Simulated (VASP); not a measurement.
A run of VASP 6.6.1 is set up as follows.

INCAR

```
PREC = Accurate ; ENCUT = 520
EDIFF = 1E-7 ; ISMEAR = 0
SIGMA = 0.15 ; LREAL = False
LASPH = True ; NELM = 100
ALGO = Normal ; ISIF = 2
LWAVE = False ; LCHARG = False
GGA = PS ; NBANDS = 18
```

KPOINTS

```
regular mesh
0
Gamma
  16 16 12
```

The input POSCAR:

```
P
1.0
    1.6587070759     -5.1453559977      0.0000000000
    1.6587070759      5.1453559977      0.0000000000
    0.0000000000      0.0000000000      4.1971725448
P
4
Direct
    0.0979943857      0.9020056143      0.9271259313
    0.6125706367      0.3874293633      0.5728740687
    0.8874293633      0.1125706367      0.0728740687
    0.4020056143      0.5979943857      0.4271259313
```

Potentials or basis: VASP PAW PBE potentials, release 64 (P).

Launch:

```console
$ cat potpaw_PBE.64/P/POTCAR > POTCAR
$ mpirun -np 1 vasp_std > vasp.out
```

**Question.** Estimate the band gap on the k mesh.

**Answer.** 0.06 eV, indirect (least direct gap 0.64 eV).

**Question.** Estimate the pressure.

**Answer.** -0.3 GPa.

**Question.** Predict the largest force.

**Answer.** 0.168 eV/Å.

Stress tensor (GPa, compression positive):
```
-0.12  0.00  0.00
 0.00 -0.15  0.00
 0.00  0.00 -0.61
```

Caveat: the cell differs from its parent crystal (mode 4 (92.2 1/cm) frozen in, largest displacement +0.075 Å); the PAW data sets were made with another functional, which shifts forces and pressure a little. A k mesh can miss the band edges.
